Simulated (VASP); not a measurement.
# Mo2C3 (Pm-3m) in VASP: a series of runs, part 2 of 2

VASP 6.6.1. Earlier steps stand in the parts before.

## (3) Single point, PBE

This run uses another cell than the first one, of 30.26 Å³/atom.

The input, INCAR:

```
ALGO = Normal ; EDIFF = 1E-6
ENCUT = 520 ; GGA = PE
ISIF = 2 ; ISMEAR = 0
LASPH = True ; LCHARG = False
LREAL = False ; LWAVE = False
NBANDS = 28 ; NELM = 80
PREC = Accurate ; SIGMA = 0.1
```

The input, KPOINTS:

```
k-points
0
Gamma
  4 4 4
```

The input, POSCAR:

```
Mo2C3
1.0
    5.3287013600      0.0000000000      0.0000000000
    0.0000000000      5.3287013600      0.0000000000
    0.0000000000      0.0000000000      5.3287013600
Mo C
2 3
Direct
    0.5000000000      0.5000000000      0.5000000000
    0.0000000000      0.0000000000      0.0000000000
    0.5000000000      0.0000000000      0.0000000000
    0.0000000000      0.5000000000      0.0000000000
    0.0000000000      0.0000000000      0.5000000000
```

Potentials or basis: VASP PAW PBE potentials, release 64 (Mo_sv, C).

Run with:

```sh
> cat potpaw_PBE.64/Mo_sv/POTCAR potpaw_PBE.64/C/POTCAR > POTCAR
> mpirun -np 1 vasp_std > vasp.out
```

OUTCAR:

```text
EDIFF = 1E-6
   ENCUT = 520
   GGA = PE
   ISIF = 2
   ISMEAR = 0
   LASPH = True
   LREAL = False
   NELM = 80
   PREC = Accurate

 ion  position               nearest neighbor table
   1  0.500  0.500  0.500-
   2  0.000  0.000  0.000-   3 2.66   4 2.66   5 2.66   5 2.66   4 2.66   3 2.66
   3  0.500  0.000  0.000-   2 2.66   2 2.66
   4  0.000  0.500  0.000-   2 2.66   2 2.66
   5  0.000  0.000  0.500-   2 2.66   2 2.66

  LATTYP: Found a simple cubic cell.
 ALAT       =     5.3287013600

  Lattice vectors:

 A1 = (   5.3287013600,   0.0000000000,   0.0000000000)
 A2 = (   0.0000000000,   5.3287013600,   0.0000000000)
 A3 = (   0.0000000000,   0.0000000000,   5.3287013600)

Analysis of symmetry for initial positions (statically):
=====================================================================
 Subroutine PRICEL returns:
 Original cell was already a primitive cell.

 Routine SETGRP: Setting up the symmetry group for a
 simple cubic supercell.

 Subroutine GETGRP returns: Found 48 space group operations
 (whereof 48 operations were pure point group operations)
 out of a pool of 48 trial point group operations.

The static configuration has the point symmetry O_h .

Analysis of symmetry for dynamics (positions and initial velocities):
=====================================================================
 Subroutine PRICEL returns:
 Original cell was already a primitive cell.

 Routine SETGRP: Setting up the symmetry group for a
 simple cubic supercell.

 Subroutine GETGRP returns: Found 48 space group operations
 (whereof 48 operations were pure point group operations)
 out of a pool of 48 trial point group operations.

The dynamic configuration has the point symmetry O_h .
[... 105 lines left out ...]
   ISMEAR =     0;   SIGMA  =   0.10  broadening in eV -4-tet -1-fermi 0-gaus
   EFERMI_NEDOS =   21; number of points for ismear=-14 and -15
   IALGO  =     38    algorithm
   IMIX   =      4    mixing-type and parameters
     AMIX     =   0.40;   BMIX     =  1.00
     AMIX_MAG =   1.60;   BMIX_MAG =  1.00
  volume/ion in A,a.u.               =      30.26       204.22
  Fermi-wavevector in a.u.,A,eV,Ry     =   1.050687  1.985511 15.020065  1.103944
  Thomas-Fermi vector in A             =   2.185700
   LORBIT       =      0    0 simple, 1 ext, 2 COOP (PROOUT), +10 PAW based schemes
   GGA     = PE    functional components
   LHFCALC =     F    Hartree Fock is set to
   AEXX    =    0.0000 exact exchange contribution
   IVDW    =     0    specifies the selected vdW correction
   LEPSILON=     F    determine dielectric tensor
   LRPA    =     F    only Hartree local field effects (RPA)
 non-spin polarized calculation
 Gauss-broadening in eV      SIGMA  =   0.10
  energy-cutoff  :      520.00
  volume of cell :      151.31
 maximum number of plane-waves:      4092
 NGX is ok and might be reduce to    40
   NGX = 19   NGY = 19   NGZ = 19

 number of electron      40.0000012 magnetization

 Free energy of the ion-electron system (eV)
  ---------------------------------------------------
  ext. energy  EPLUGINS =         0.00000000
  ---------------------------------------------------
  free energy    TOTEN  =       -23.57745359 eV

  energy without entropy =      -23.45880241  energy(sigma->0) =      -23.51812800

 E-fermi :   0.4760     XC(G=0):  -7.9838

 val. band max:        0.4619090805   @ k =   0.5000   0.5000   0.0000
 cond. band min:       0.4810243406   @ k =   0.5000   0.0000   0.0000
 fundamental gap:      0.0191152601
 Fermi energy:         0.4759560525

 k-point     1 :       0.0000    0.0000    0.0000
  band No.  band energies     occupation
      1     -61.2305      2.00000
      2     -60.7403      2.00000
      3     -35.1636      2.00000
      4     -35.1636      2.00000
      5     -35.1636      2.00000
      6     -34.7993      2.00000
[... 299 lines left out ...]
     27       1.7943      0.00000
     28       1.7943      0.00000

------------------------ aborting loop because EDIFF is reached ----------------------------------------

  FORCE on cell =-STRESS in cart. coord.  units (eV):
  Direction    XX          YY          ZZ          XY          YZ          ZX
  --------------------------------------------------------------------------------------
  -------------------------------------------------------------------------------------
  Total      -22.4435476    -22.4435476    -22.4435476     -0.0000000      0.0000000     -0.0000000
  in kB     -237.6500687   -237.6500687   -237.6500687     -0.0000000      0.0000000     -0.0000000
  external PRESSURE =    -237.6500687 kB  Pullay stress =       0.0000000 kB

 VOLUME and BASIS-vectors are now :
 -----------------------------------------------------------------------------
  energy-cutoff  :      520.00
  volume of cell :      151.31
      direct lattice vectors                 reciprocal lattice vectors
     5.328701360  0.000000000  0.000000000     0.187662984  0.000000000  0.000000000
     0.000000000  5.328701360  0.000000000     0.000000000  0.187662984  0.000000000
     0.000000000  0.000000000  5.328701360     0.000000000  0.000000000  0.187662984

 POSITION                                       TOTAL-FORCE (eV/Angst)
 -----------------------------------------------------------------------------------
      2.66435      2.66435      2.66435         0.000000      0.000000      0.000000
      0.00000      0.00000      0.00000         0.000000      0.000000      0.000000
      2.66435      0.00000      0.00000         0.000000      0.000000      0.000000
      0.00000      2.66435      0.00000         0.000000      0.000000      0.000000
      0.00000      0.00000      2.66435         0.000000      0.000000      0.000000
 -----------------------------------------------------------------------------------
    total drift:                               -0.000000      0.000000     -0.000000

  FREE ENERGIE OF THE ION-ELECTRON SYSTEM (eV)
  ---------------------------------------------------
  free  energy   TOTEN  =       -23.5774535904 eV

  energy  without entropy=      -23.4588024051  energy(sigma->0) =      -23.51812800
```

stdout:

```text
POSCAR found type information on POSCAR MoC
 POSCAR found :  2 types and       5 ions
 scaLAPACK will be used
 LDA part: xc-table for (Slater+PW92), standard interpolation
 POSCAR, INCAR and KPOINTS ok, starting setup
 FFT: planning ... GRIDC
 FFT: planning ... GRID_SOFT
 FFT: planning ... GRID
 WAVECAR not read
 entering main loop
```

Wall time 89 s (1 thread of Intel Xeon 8259CL, shared host); peak memory 0.24 GiB.

Results:

```
Free energy            : -23.5775 eV
Pressure               : -23.8 GPa
Band gap on the k mesh : zero (bands 20 and 21 overlap by 0.22 eV)
```

Caveat: the cell stands under tension.

## (4) Single point, PBE, collinear spin

The input, INCAR:

```
SYSTEM = Mo2C3
PREC = Accurate ; ENCUT = 520
EDIFF = 1E-6 ; ISMEAR = 0
SIGMA = 0.1 ; LREAL = .False.
LASPH = .True. ; NELM = 150
ALGO = Normal ; ISIF = 2
LWAVE = .False. ; LCHARG = .False.
ISPIN = 2 ; MAGMOM = 1 1 0 0 0
LORBIT = 11 ; LMAXMIX = 4
GGA = PE ; NBANDS = 32
```

The input, KPOINTS:

```
Automatic mesh
0
Gamma
  4 4 4
  0 0 0
```

Edit POSCAR of step 3 so:

```diff
@@ -2,5 +2,5 @@
 1.0
-    5.3287013600      0.0000000000      0.0000000000
-    0.0000000000      5.3287013600      0.0000000000
-    0.0000000000      0.0000000000      5.3287013600
+    3.9558722176      0.0000000000      0.0000000000
+    0.0000000000      3.9558722176      0.0000000000
+    0.0000000000      0.0000000000      3.9558722176
 Mo C
```

Run with:

```sh
> cat potpaw_PBE.64/Mo_sv/POTCAR potpaw_PBE.64/C/POTCAR > POTCAR
> mpirun -np 1 vasp_std > vasp.out
```

It took 92 s on 1 thread of Intel Xeon 8259CL, shared host; peak memory 0.2 GiB.

The run converged. Its results:

```
Free energy                                           : -38.9577 eV
Pressure                                              : 0.0 GPa
Band gap on the k mesh                                : zero (filled and empty bands overlap)
Net moment                                            : 0.00 μB per cell
Valence electrons inside the program's atomic spheres : Mo 11.80, 13.07; C 2.30
```

Levels at points of the mesh, in eV from the Fermi level:
Spin up:
```
           k point  band 16  band 17  band 18  band 19  band 20  band 21  band 22  band 23  band 24  band 25
(0.00, 0.00, 0.00)    -1.45    -1.45    -0.84    -0.84     0.15     0.15     0.15     0.84     0.84     0.84
(0.50, 0.00, 0.00)    -3.19    -3.09    -2.00    -0.49    -0.33     0.26     1.01     1.01     2.73     2.87
(0.50, 0.50, 0.00)    -4.28    -1.09    -1.09    -0.22    -0.11     0.12     0.67     1.10     1.10     3.19
(0.50, 0.50, 0.50)    -5.25    -4.62     0.27     0.27     0.52     0.52     0.52     2.39     2.39     2.39
```
Spin down:
| k point | band 18 | band 19 | band 20 | band 21 | band 22 | band 23 |
| --- | --- | --- | --- | --- | --- | --- |
| (0.00, 0.00, 0.00) | -0.84 | -0.84 | 0.15 | 0.15 | 0.15 | 0.84 |
| (0.50, 0.00, 0.00) | -2.00 | -0.49 | -0.33 | 0.26 | 1.01 | 1.01 |
| (0.50, 0.50, 0.00) | -1.09 | -0.22 | -0.11 | 0.12 | 0.67 | 1.10 |
| (0.50, 0.50, 0.50) | 0.27 | 0.27 | 0.52 | 0.52 | 0.52 | 2.39 |

Caveat: the k points lie up to 0.40 Å⁻¹ apart, too coarse for converged energies and pressures of a metal.

## (5) Relaxation of cell and atoms, PBE

This run uses another cell than the first one, of 30.26 Å³/atom.

The input, INCAR:

```
SYSTEM = Mo2C3
PREC = Accurate
ENCUT = 600
EDIFF = 1E-6
ISMEAR = 0
SIGMA = 0.1
LREAL = .False.
LASPH = .True.
NELM = 60
ALGO = Normal
ISIF = 3
LWAVE = .False.
LCHARG = .False.
GGA = PE
IBRION = 2
NSW = 90
EDIFFG = -0.04
```

The input, KPOINTS:

```
regular mesh
0
Gamma
  4 4 4
  0 0 0
```

Edit POSCAR of step 4 so:

```diff
@@ -2,5 +2,5 @@
 1.0
-    3.9558722176      0.0000000000      0.0000000000
-    0.0000000000      3.9558722176      0.0000000000
-    0.0000000000      0.0000000000      3.9558722176
+    5.3287013600      0.0000000000      0.0000000000
+    0.0000000000      5.3287013600      0.0000000000
+    0.0000000000      0.0000000000      5.3287013600
 Mo C
```

Run with:

```sh
> cat potpaw_PBE.64/Mo_sv/POTCAR potpaw_PBE.64/C/POTCAR > POTCAR
> mpirun -np 1 vasp_std > vasp.out
```

Wall time 7.4 min (1 thread of Intel Xeon 8259CL, shared host); peak memory 0.37 GiB.

The run converged. Its results:

- Free energy: -38.9882 eV
- Relaxed volume: 12.38 Å³/atom
- Relaxed cell: a = 3.956 Å, b = 3.956 Å, c = 3.956 Å, α = 90.00°, β = 90.00°, γ = 90.00°
- Space group after relaxing (to 0.1 Å): Pm-3m (No. 221)
- Energy gained by relaxing: 3082.4 meV/atom
- Ionic steps: 6
- Pressure after relaxing: -0.1 GPa
- Band gap on the k mesh: zero (bands 20 and 21 overlap by 0.58 eV)

The path:
```tsv
step	energy change (eV)	largest force (eV/Å)	pressure (GPa)	volume (Å³)
1	0.0000	0.0000	-23.86	151.31
2	-14.5932	0.0000	-21.66	72.52
3	-15.4083	0.0000	-1.84	62.51
4	-15.4076	0.0000	1.98	61.23
5	-15.4066	0.0000	-2.22	62.64
6	-15.4118	0.0000	-0.05	61.90
```

Final structure:
```
CELL_PARAMETERS angstrom
3.95582 0.00000 0.00000
0.00000 3.95582 0.00000
0.00000 0.00000 3.95582
ATOMIC_POSITIONS crystal
Mo 0.50000 0.50000 0.50000
Mo 0.00000 0.00000 0.00000
C 0.50000 0.00000 0.00000
C 0.00000 0.50000 0.00000
C 0.00000 0.00000 0.50000
```

Levels at points of the mesh, in eV from the Fermi level:
| k point | band 17 | band 18 | band 19 | band 20 | band 21 | band 22 | band 23 | band 24 |
| --- | --- | --- | --- | --- | --- | --- | --- | --- |
| (0.00, 0.00, 0.00) | -1.45 | -0.84 | -0.84 | 0.15 | 0.15 | 0.84 | 0.84 | 0.84 |
| (0.50, 0.00, 0.00) | -3.09 | -2.00 | -0.49 | -0.33 | 0.26 | 1.01 | 1.01 | 2.73 |
| (0.50, 0.50, 0.00) | -1.09 | -1.09 | -0.22 | -0.11 | 0.12 | 0.67 | 1.10 | 1.10 |
| (0.50, 0.50, 0.50) | -4.63 | 0.27 | 0.27 | 0.52 | 0.52 | 0.52 | 2.39 | 2.39 |

Caveat: the volume moved by over 15 % at a fixed basis, so the end points are rough.

## (6) Single point, PBE, collinear spin

This run uses another cell than the first one, of 12.68 Å³/atom.

The input, INCAR:

```
PREC = Accurate
ENCUT = 520
EDIFF = 1E-6
ISMEAR = 0
SIGMA = 0.1
LREAL = F
LASPH = T
NELM = 150
ALGO = Normal
ISIF = 2
LWAVE = F
LCHARG = T
ISPIN = 2
MAGMOM = 1.84 0 0 0 0
LORBIT = 11
LMAXMIX = 4
GGA = PE
LELF = T
LVHAR = T
NBANDS = 32
```

The input, KPOINTS:

```
regular mesh
0
Gamma
  10 10 10
```

Edit POSCAR of step 5 so:

```diff
@@ -2,5 +2,5 @@
 1.0
-    5.3287013600      0.0000000000      0.0000000000
-    0.0000000000      5.3287013600      0.0000000000
-    0.0000000000      0.0000000000      5.3287013600
+    3.9869792453      0.0000000000      0.0000000000
+    0.0000000000      3.9869792453      0.0000000000
+    0.0000000000      0.0000000000      3.9869792453
 Mo C
```

Potentials or basis: VASP PAW PBE potentials, release 64 (Mo_sv, C).

Run with:

```sh
> cat potpaw_PBE.64/Mo_sv/POTCAR potpaw_PBE.64/C/POTCAR > POTCAR
> mpirun -np 1 vasp_std > vasp.out
```

Run time: 6.5 min. Hardware: 1 thread of Intel Xeon 8259CL, shared host; peak memory 0.3 GiB.

Results (log left out):

* Free energy: -38.8266 eV
* Pressure: -3.7 GPa
* Band gap on the k mesh: zero (filled and empty bands overlap)
* Net moment: 0.00 μB per cell
* Valence electrons inside the program's atomic spheres: Mo 11.80, 12.98; C 2.29

Levels at points of the mesh, in eV from the Fermi level:
Spin up:
```csv
k point,band 17,band 18,band 19,band 20,band 21,band 22,band 23,band 24
"(0.00, 0.00, 0.00)",-1.47,-0.87,-0.87,0.10,0.10,0.10,0.74,0.74
"(0.50, 0.00, 0.00)",-3.05,-2.07,-0.56,-0.36,0.19,0.86,0.86,2.59
"(0.50, 0.50, 0.00)",-1.14,-1.14,-0.27,-0.16,-0.03,0.57,0.99,0.99
"(0.50, 0.50, 0.50)",-4.69,0.21,0.21,0.42,0.42,0.42,2.26,2.26
```
Spin down:
| k point | band 18 | band 19 | band 20 | band 21 | band 22 | band 23 |
| --- | --- | --- | --- | --- | --- | --- |
| (0.00, 0.00, 0.00) | -0.87 | -0.87 | 0.10 | 0.10 | 0.10 | 0.74 |
| (0.50, 0.00, 0.00) | -2.07 | -0.56 | -0.36 | 0.19 | 0.86 | 0.86 |
| (0.50, 0.50, 0.00) | -1.14 | -0.27 | -0.16 | -0.03 | 0.57 | 0.99 |
| (0.50, 0.50, 0.50) | 0.21 | 0.21 | 0.42 | 0.42 | 0.42 | 2.26 |

Caveat: the cell stands under tension.

## (7) Summary

| task | spin | cell | k mesh | cutoff (eV) | gap on the mesh (eV) | pressure (GPa) | moment (μB) |
| --- | --- | --- | --- | --- | --- | --- | --- |
| single point | off | a = 3.956 Å, 5 atoms | 4 × 4 × 4 | 520 | none | 0.0 | - |
| single point | off | a = 5.329 Å, 5 atoms | 4 × 4 × 4 | 520 | none | -23.8 | - |
| single point | collinear | a = 3.956 Å, 5 atoms | 4 × 4 × 4 | 520 | none | 0.0 | 0.00 |
| relaxation of cell and atoms | off | relaxed from a = 5.329 Å, 5 atoms | 4 × 4 × 4 | 600 | none | -0.1 | - |
| single point | collinear | a = 3.987 Å, 5 atoms | 10 × 10 × 10 | 520 | none | -3.7 | 0.00 |

Alike in all rows: level PBE; potentials or basis VASP PAW PBE potentials, release 64 (Mo_sv, C); smearing gaussian 0.1 eV.

Caveats: some runs use coarse meshes; the cell stands under tension (at least some runs); the volume moved by over 15 % at a fixed basis, so the end points are rough (at least some runs).

Total energies depend on the potentials used, so only differences within one code and one set of settings carry meaning.
